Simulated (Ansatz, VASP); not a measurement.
One calculation of K2Ru, two programs

```xyz
3
Lattice="4.3275 0.0000 0.0000 0.0000 4.3275 0.0000 0.0000 0.0000 15.0000" Properties=species:S:1:pos:R:3 pbc="T T T"
K     0.0000    2.1638    7.2248
K     2.1638    0.0000    7.2248
Ru    0.0000    0.0000    7.7752
```

Alike in both runs: task single point; functional PBE; k mesh 4 × 4 × 1; occupations gaussian, width 0.1 eV; no spin polarisation.

```csv
,VASP,Ansatz
version,VASP 6.6.1,Ansatz 0.2.0
potentials or method,"VASP PAW PBE potentials, release 64 (K_sv, Ru_pv), cutoff 520 eV","scalar-relativistic, plane waves, PAW"
valence electrons in the cell,32,34
```

VASP gave:

- gap on the k mesh at the Fermi level (eV): none
- rms of the force components (eV/Å): 0.694

Question: What did Ansatz give for the same quantities?

Answer: gap on the k mesh at the Fermi level (eV): none; rms of the force components (eV/Å): 0.599.

Atom by atom the forces differ by 0.096 eV/Å (rms over components). A gap of «none» marks a metal or a gap that the smearing closes. With one functional, cell and mesh, what is left measures potentials, basis and numerics. VASP's potentials hold 32 valence electrons a cell and Ansatz's 34, so a difference there can come from the potentials and not from the codes. Ansatz's warnings: slab cell height set.

The k mesh is coarse, so the values compare programs but aren't converged.
